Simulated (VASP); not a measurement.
# Si3C2 (a cell with a defect) in VASP: relaxation of the atoms with LDA

Aim: the relaxation of the atoms of Si3C2 (a cell with a defect) with LDA.

Program: VASP 6.6.1. These are calculated values, not measurements. Logs are shortened: lines on timing, memory, paths and dates and some standing lists are left out, and cuts for length are marked.

### 1 The cell of the first run

The cell holds a defect, 15 atoms: a = 6.152 Å, b = 5.328 Å, c = 5.048 Å, α = 90.00°, β = 90.00°, γ = 90.00°.

### 2 Relaxation of the atoms, LDA

INCAR

```
PREC = Accurate
ENCUT = 520
EDIFF = 1E-7
ISMEAR = 0
SIGMA = 0.05
LREAL = F
LASPH = T
NELM = 120
ALGO = Normal
ISIF = 2
LWAVE = F
LCHARG = F
GGA = CA
IBRION = 2
NSW = 80
EDIFFG = -0.03
NELECT = 62.0
GGA_COMPAT = F
NELMIN = 4
```

KPOINTS

```
Automatic mesh
0
Gamma
  2 3 3
```

POSCAR

```
Si3C2
1.0
   -3.0760000000     -5.3277880000      0.0000000000
    4.6140000000     -2.6638940000      0.0000000000
    0.0000000000      0.0000000000      5.0480000000
Si C
9 6
Direct
    0.5000000300      0.3333333500      0.0000000000
    0.5000000300      0.6666666900      0.5000000000
    0.2500000300      0.8333333500      0.0000000000
    0.2500000100      0.1666666800      0.5000000000
    0.0000000100      0.3333333400      0.0000000000
    0.0000000100      0.6666666800      0.5000000000
    0.5000000300      0.3333333500      0.3850000000
    0.7500000500      0.8333333600      0.0000000000
    0.7500000300      0.1666666900      0.5000000000
    0.5000000300      0.6666666900      0.8850000000
    0.2500000300      0.8333333500      0.3850000000
    0.2500000100      0.1666666800      0.8850000000
    0.0000000100      0.6666666800      0.8850000000
    0.7500000500      0.8333333600      0.3850000000
    0.7500000300      0.1666666900      0.8850000000
```

Potentials or basis: VASP PAW LDA potentials, release 64 (Si, C).

Run with:

```
$ cat potpaw_LDA.64/Si/POTCAR potpaw_LDA.64/C/POTCAR > POTCAR
$ mpirun -np 1 vasp_std > vasp.out
```

OUTCAR:

```text
PREC = Accurate
   ENCUT = 520
   EDIFF = 1E-7
   ISMEAR = 0
   LREAL = F
   LASPH = T
   NELM = 120
   ISIF = 2
   GGA = CA
   IBRION = 2
   NSW = 80
   EDIFFG = -0.03
   NELECT = 62.0
   NELMIN = 4

 ion  position               nearest neighbor table
   1  0.500  0.333  0.000-  15 1.87  10 1.87  12 1.87   7 1.94   5 3.08   3 3.08   8 3.08   3 3.08
                             5 3.08   8 3.08   9 3.09   9 3.09   2 3.09   2 3.09   4 3.09   4 3.09
   2  0.500  0.667  0.500-  11 1.87   7 1.87  14 1.87  10 1.94   6 3.08   9 3.08   4 3.08   9 3.08
                             6 3.08   4 3.08   3 3.09   3 3.09   1 3.09   1 3.09   8 3.09   8 3.09
   3  0.250  0.833  0.000-  10 1.87  12 1.87  13 1.87  11 1.94   8 3.08   1 3.08   5 3.08   1 3.08
                             8 3.08   5 3.08   2 3.09   2 3.09   4 3.09   4 3.09   6 3.09   6 3.09
   4  0.250  0.167  0.500-  11 1.87   7 1.87  12 1.94   9 3.08   6 3.08   2 3.08   6 3.08   9 3.08
                             2 3.08   5 3.09   5 3.09   3 3.09   3 3.09   1 3.09   1 3.09
   5  0.000  0.333  0.000-  15 1.87  12 1.87  13 1.87   8 3.08   1 3.08   8 3.08   3 3.08   1 3.08
                             3 3.08   9 3.09   9 3.09   4 3.09   4 3.09   6 3.09   6 3.09
   6  0.000  0.667  0.500-  14 1.87  11 1.87  13 1.94   2 3.08   9 3.08   4 3.08   9 3.08   4 3.08
                             2 3.08   8 3.09   8 3.09   5 3.09   5 3.09   3 3.09   3 3.09
   7  0.500  0.333  0.385-   9 1.87   2 1.87   4 1.87   1 1.94   1 3.10
   8  0.750  0.833  0.000-  13 1.87  15 1.87  10 1.87  14 1.94   5 3.08   3 3.08   5 3.08   1 3.08
                             3 3.08   1 3.08   6 3.09   6 3.09   9 3.09   9 3.09   2 3.09   2 3.09
   9  0.750  0.167  0.500-   7 1.87  14 1.87  15 1.94   4 3.08   6 3.08   2 3.08   6 3.08   2 3.08
                             4 3.08   5 3.09   5 3.09   1 3.09   1 3.09   8 3.09   8 3.09
  10  0.500  0.667  0.885-   3 1.87   1 1.87   8 1.87   2 1.94
  11  0.250  0.833  0.385-   2 1.87   4 1.87   6 1.87   3 1.94
  12  0.250  0.167  0.885-   5 1.87   3 1.87   1 1.87   4 1.94
  13  0.000  0.667  0.885-   8 1.87   5 1.87   3 1.87   6 1.94
  14  0.750  0.833  0.385-   6 1.87   9 1.87   2 1.87   8 1.94
  15  0.750  0.167  0.885-   5 1.87   1 1.87   8 1.87   9 1.94

  LATTYP: Found a simple orthorhombic cell.
 ALAT       =     5.0480000000
 B/A-ratio  =     1.0554255573
 C/A-ratio  =     1.2187004267

  Lattice vectors:

 A1 = (   0.0000000000,   0.0000000000,  -5.0480000000)
 A2 = (   4.6140000000,  -2.6638940000,   0.0000000000)
 A3 = (  -3.0760000000,  -5.3277880000,   0.0000000000)

Analysis of symmetry for initial positions (statically):
=====================================================================
 Subroutine PRICEL returns:
 Original cell was already a primitive cell.

 Routine SETGRP: Setting up the symmetry group for a
 simple orthorhombic supercell.

 Subroutine GETGRP returns: Found  2 space group operations
 (whereof  2 operations were pure point group operations)
 out of a pool of  8 trial point group operations.

The static configuration has the point symmetry C_1h.

Analysis of symmetry for dynamics (positions and initial velocities):
=====================================================================
 Subroutine PRICEL returns:
 Original cell was already a primitive cell.

 Routine SETGRP: Setting up the symmetry group for a
 simple orthorhombic supercell.

 Subroutine GETGRP returns: Found  2 space group operations
 (whereof  2 operations were pure point group operations)
 out of a pool of  8 trial point group operations.

The dynamic configuration has the point symmetry C_1h.

 Subroutine INISYM returns: Found  2 space group operations
 (whereof  2 operations are pure point group operations),
 and found     1 'primitive' translations

----------------------------------------------------------------------------------------

                                     Primitive cell

  volume of cell :     165.4560

  direct lattice vectors                    reciprocal lattice vectors
    -3.076000000 -5.327788000  0.000000000    -0.081274382 -0.140771367  0.000000000
     4.614000000 -2.663894000  0.000000000     0.162548765 -0.093847578  0.000000000
     0.000000000  0.000000000  5.048000000     0.000000000  0.000000000  0.198098257

  length of vectors
     6.151999754  5.327788213  5.048000000     0.162548771  0.187695149  0.198098257

  position of ions in fractional coordinates (direct lattice)
     0.500000030  0.333333350  0.000000000
     0.500000030  0.666666690  0.500000000
     0.250000030  0.833333350  0.000000000
     0.250000010  0.166666680  0.500000000
     0.000000010  0.333333340  0.000000000
     0.000000010  0.666666680  0.500000000
     0.500000030  0.333333350  0.385000000
     0.750000050  0.833333360  0.000000000
     0.750000030  0.166666690  0.500000000
[... 53 lines left out ...]
  0.000000  0.000000  0.000000      1.000000
  0.500000  0.000000  0.000000      1.000000
 -0.000000  0.333333  0.000000      2.000000
  0.500000  0.333333  0.000000      2.000000
  0.000000  0.000000  0.333333      2.000000
  0.500000  0.000000  0.333333      2.000000
 -0.000000  0.333333  0.333333      2.000000
  0.000000 -0.333333  0.333333      2.000000
  0.500000  0.333333  0.333333      2.000000
  0.500000 -0.333333  0.333333      2.000000
   k-points           NKPTS =     10   k-points in BZ     NKDIM =     10   number of bands    NBANDS=     39
   number of dos      NEDOS =    301   number of ions     NIONS =     15
   total plane-waves  NPLWV =  76800
   dimension x,y,z NGX =    48 NGY =   40 NGZ =   40
   dimension x,y,z NGXF=    96 NGYF=   80 NGZF=   80
   ions per type =               9   6
   NGX,Y,Z   is equivalent  to a cutoff of  12.97, 12.48, 13.17 a.u.
   NGXF,Y,Z  is equivalent  to a cutoff of  25.94, 24.96, 26.35 a.u.
 SYSTEM =  unknown system
   PREC   = accura    normal or accurate (medium, high low for compatibility)
   ISTART =      0    job   : 0-new  1-cont  2-samecut
   ICHARG =      2    charge: 1-file 2-atom 10-const
   ISPIN  =      1    spin polarized calculation?
   LNONCOLLINEAR =      F non collinear calculations
   LSORBIT =      F    spin-orbit coupling
   LASPH  =      T    aspherical Exc in radial PAW
   ENCUT  =  520.0 eV  38.22 Ry    6.18 a.u.  11.44  9.91  9.39*2*pi/ulx,y,z
   NELM   =    120;   NELMIN=  4; NELMDL= -5     # of ELM steps
   EDIFF  = 0.1E-06   stopping-criterion for ELM
   LREAL  =      F    real-space projection
   EDIFFG = -.3E-01   stopping-criterion for IOM
   NSW    =     80    number of steps for IOM
   IBRION =      2    ionic relax: 0-MD 1-quasi-New 2-CG
   NFREE  =      1    steps in history (QN), initial steepest desc. (CG)
   ISIF   =      2    stress and relaxation
   ISYM   =      2    0-nonsym 1-usesym 2-fastsym
   POTIM  = 0.5000    time-step for ionic-motion
   TEBEG  =    0.0;   TEEND  =   0.0 temperature during run
   PSTRESS=    0.0 pullay stress
   NELECT =      62.0000    total number of electrons
   NUPDOWN=      -1.0000    fix difference up-down
   EMIN   =  10.00;   EMAX   =-10.00  energy-range for DOS
   EFERMI =   0.00;   METHOD = LEGACY
   ISMEAR =     0;   SIGMA  =   0.05  broadening in eV -4-tet -1-fermi 0-gaus
   EFERMI_NEDOS =   21; number of points for ismear=-14 and -15
   IALGO  =     38    algorithm
   IMIX   =      4    mixing-type and parameters
     AMIX     =   0.40;   BMIX     =  1.00
     AMIX_MAG =   1.60;   BMIX_MAG =  1.00
  volume/ion in A,a.u.               =      11.03        74.44
  Fermi-wavevector in a.u.,A,eV,Ry     =   1.180260  2.230369 18.953116  1.393015
  Thomas-Fermi vector in A             =   2.316556
   LORBIT       =      0    0 simple, 1 ext, 2 COOP (PROOUT), +10 PAW based schemes
   GGA     = CA    functional components
   LHFCALC =     F    Hartree Fock is set to
   AEXX    =    0.0000 exact exchange contribution
   IVDW    =     0    specifies the selected vdW correction
   LEPSILON=     F    determine dielectric tensor
   LRPA    =     F    only Hartree local field effects (RPA)
 conjugate gradient relaxation of ions
 non-spin polarized calculation
 Gauss-broadening in eV      SIGMA  =   0.05
  energy-cutoff  :      520.00
  volume of cell :      165.46
 maximum number of plane-waves:      4468
 NGX is ok and might be reduce to    48
   NGX = 23   NGY = 19   NGZ = 19

--------------------------------------- Ionic step        1  -------------------------------------------

 number of electron      61.9999997 magnetization

 Free energy of the ion-electron system (eV)
  ---------------------------------------------------
  ext. energy  EPLUGINS =         0.00000000
  ---------------------------------------------------
  free energy    TOTEN  =       -85.50601300 eV

  energy without entropy =      -85.49623924  energy(sigma->0) =      -85.50112612

------------------------ aborting loop because EDIFF is reached ----------------------------------------

  FORCE on cell =-STRESS in cart. coord.  units (eV):
  Direction    XX          YY          ZZ          XY          YZ          ZX
  --------------------------------------------------------------------------------------
  -------------------------------------------------------------------------------------
  Total       52.6329436     48.6006109     51.8814639     -3.4920979     -0.0083294      0.0144270
  in kB      509.6659658    470.6192663    502.3890855    -33.8153884     -0.0806573      0.1397026
  external PRESSURE =     494.2247725 kB  Pullay stress =       0.0000000 kB
[... 128 lines left out ...]
  FREE ENERGIE OF THE ION-ELECTRON SYSTEM (eV)
  ---------------------------------------------------
  free  energy   TOTEN  =       -91.3053832686 eV

  energy  without entropy=      -91.2947525147  energy(sigma->0) =      -91.30006789

 E-fermi :  10.0102     XC(G=0): -11.6340

 val. band max:       10.0045884159   @ k =   0.5000   0.3333   0.3333
 cond. band min:      10.0533925939   @ k =   0.5000   0.0000   0.3333
 fundamental gap:      0.0488041780
 Fermi energy:        10.0101781430

 k-point     1 :       0.0000    0.0000    0.0000
  band No.  band energies     occupation
      1      -6.9822      2.00000
      2      -4.1598      2.00000
      3      -3.7693      2.00000
      4      -3.7368      2.00000
      5      -2.9546      2.00000
      6      -1.8847      2.00000
[... 409 lines left out ...]
     38      13.4888      0.00000
     39      13.9198      0.00000

[... ionic steps 4 to 18 ...]

--------------------------------------- Ionic step       19  -------------------------------------------

 number of electron      62.0000000 magnetization

------------------------ aborting loop because EDIFF is reached ----------------------------------------
[... 93 lines left out ...]
--------------------------------------- Ionic step       21  -------------------------------------------

 number of electron      62.0000000 magnetization

 Free energy of the ion-electron system (eV)
  ---------------------------------------------------
  ext. energy  EPLUGINS =         0.00000000
  ---------------------------------------------------
  free energy    TOTEN  =       -92.45019383 eV

  energy without entropy =      -92.44350000  energy(sigma->0) =      -92.44684692

 E-fermi :   9.9616     XC(G=0): -11.6372

 val. band max:        9.9586100833   @ k =   0.5000   0.3333   0.3333
 cond. band min:      10.0054657409   @ k =   0.5000   0.0000   0.3333
 fundamental gap:      0.0468556575
 Fermi energy:         9.9616444817

 k-point     1 :       0.0000    0.0000    0.0000
  band No.  band energies     occupation
      1      -6.9416      2.00000
      2      -4.1074      2.00000
      3      -3.7488      2.00000
      4      -3.6970      2.00000
      5      -2.9171      2.00000
      6      -1.8609      2.00000
[... 451 lines left out ...]
  FREE ENERGIE OF THE ION-ELECTRON SYSTEM (eV)
  ---------------------------------------------------
  free  energy   TOTEN  =       -92.4501938314 eV

  energy  without entropy=      -92.4435000030  energy(sigma->0) =      -92.44684692

 reached required accuracy - stopping structural energy minimisation
```

Run time: 7.2 min. Hardware: 1 thread of Intel Xeon Platinum 8488C (Sapphire Rapids), shared host; peak memory 0.23 GiB.

What came out:

- Free energy: -92.4502 eV
- Energy gained by relaxing: 462.9 meV/atom
- Ionic steps: 21
- Largest force after relaxing: 0.022 eV/Å

Forces on the atoms (eV/Å):
```
Si   0.000  0.000  0.014
Si   0.004 -0.002  0.002
Si  -0.001  0.001 -0.004
Si  -0.012  0.003  0.001
Si  -0.004  0.002  0.005
Si  -0.002  0.001 -0.013
Si   0.009 -0.005  0.019
Si  -0.001  0.001 -0.004
Si  -0.009  0.009  0.001
C    0.006 -0.003 -0.011
C    0.000 -0.005  0.000
C    0.000 -0.004 -0.001
C    0.001 -0.001 -0.008
C    0.005  0.003  0.000
C    0.004  0.002 -0.001
```

The path:
| step | energy change (eV) | largest force (eV/Å) | pressure (GPa) |
| --- | --- | --- | --- |
| 1 | 0.0000 | 11.0124 | 49.42 |
| 2 | -5.0130 | 3.8765 | 38.53 |
| 3 | -5.7994 | 2.7708 | 38.23 |
| 4 | -5.8095 | 2.7036 | 38.06 |
| 5 | -6.6240 | 1.3171 | 35.01 |
| 6 | -6.6330 | 1.1768 | 35.16 |
| 7 | -6.8868 | 0.5696 | 33.72 |
| 8 | -6.8915 | 0.6158 | 33.52 |
| 9 | -6.9318 | 0.2721 | 33.21 |
| 10 | -6.9330 | 0.2164 | 33.24 |
| 11 | -6.9386 | 0.1237 | 33.21 |
| 12 | -6.9387 | 0.1385 | 33.21 |
| 13 | -6.9411 | 0.0737 | 33.18 |
| 14 | -6.9419 | 0.0883 | 33.15 |
| 15 | -6.9429 | 0.0577 | 33.13 |
| 16 | -6.9429 | 0.0527 | 33.13 |
| 17 | -6.9434 | 0.0472 | 33.13 |
| 18 | -6.9435 | 0.0489 | 33.13 |
| 19 | -6.9438 | 0.0300 | 33.13 |
| 20 | -6.9440 | 0.0315 | 33.13 |
| 21 | -6.9442 | 0.0215 | 33.13 |

Final structure:
```yaml
crystal:
  lattice:
    - [-3.07600, -5.32779, 0.00000]
    - [4.61400, -2.66389, 0.00000]
    - [0.00000, 0.00000, 5.04800]
  atoms:
    - { symbol: Si, position: [0.50000, 0.33575, 0.94208] }
    - { symbol: Si, position: [0.50000, 0.71435, 0.51246] }
    - { symbol: Si, position: [0.24502, 0.83937, 0.01040] }
    - { symbol: Si, position: [0.18091, 0.15678, 0.51154] }
    - { symbol: Si, position: [0.00000, 0.33850, 0.04107] }
    - { symbol: Si, position: [0.00000, 0.62454, 0.50149] }
    - { symbol: Si, position: [0.50000, 0.32216, 0.37840] }
    - { symbol: Si, position: [0.75498, 0.83937, 0.01040] }
    - { symbol: Si, position: [0.81909, 0.15678, 0.51154] }
    - { symbol: C, position: [0.50000, 0.68780, 0.87874] }
    - { symbol: C, position: [0.23865, 0.82455, 0.37947] }
    - { symbol: C, position: [0.24282, 0.16471, 0.87876] }
    - { symbol: C, position: [0.00000, 0.67277, 0.88042] }
    - { symbol: C, position: [0.76135, 0.82455, 0.37947] }
    - { symbol: C, position: [0.75718, 0.16471, 0.87876] }
```

Caveat: the k points lie up to 0.51 Å⁻¹ apart, too coarse for converged energies and pressures of a metal; the cell carries a net charge on a neutralising background, which shifts energy and pressure; the cell is charged against a uniform background, so pressure and absolute levels hang on convention.
